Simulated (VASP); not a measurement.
A run of VASP 6.6.1 is set up as follows.

The input POSCAR:

```
ZnS
1.0
    0.0000000000      2.6639216839      2.6940955541
    2.6639216839      0.0000000000      2.6940955541
    2.6639216839      2.6639216839      0.0000000000
Zn S
1 1
Direct
    0.2500000000      0.2500000000      0.2500000000
    0.0000000000      0.0000000000      0.0000000000
```

File INCAR.step1:

```
  ALGO = Normal
  EDIFF = 1E-5
  ENCUT = 520
  GGA = PE
  ISIF = 2
  ISMEAR = 0
  LASPH = T
  LCHARG = F
  LREAL = F
  LWAVE = T
  NBANDS = 16
  NELM = 80
  PREC = Accurate
  SIGMA = 0.01
```

The input INCAR.step2:

```
  ALGO = Normal
  EDIFF = 1E-6
  ENCUT = 520
  GGA = PE
  HFSCREEN = 0.2079
  ISIF = 2
  ISMEAR = 0
  ISTART = 1
  LASPH = T
  LCHARG = F
  LHFCALC = T
  LREAL = F
  LWAVE = F
  NBANDS = 16
  NELM = 80
  PREC = Accurate
  PRECFOCK = Normal
  SIGMA = 0.01
```

KPOINTS

```
k-points
0
Gamma
  6 6 6
```

Potentials or basis: VASP PAW PBE potentials, release 64 (Zn, S).

Launch:

```bash
$ cat potpaw_PBE.64/Zn/POTCAR potpaw_PBE.64/S/POTCAR > POTCAR
$ cp INCAR.step1 INCAR
$ mpirun -np 1 vasp_std > vasp.out
$ cp INCAR.step2 INCAR
$ mpirun -np 1 vasp_std > vasp.out
```

(1) What does it give for the pressure?

(2) Predict the band gap on the k mesh.

## Answers

(1) 3.5 GPa.

(2) 3.46 eV.

Caveat: the cell differs from its parent crystal (biaxial xy strain -1.1%); the cell stands under pressure; the PAW data sets were made with another functional, which shifts forces and pressure a little.
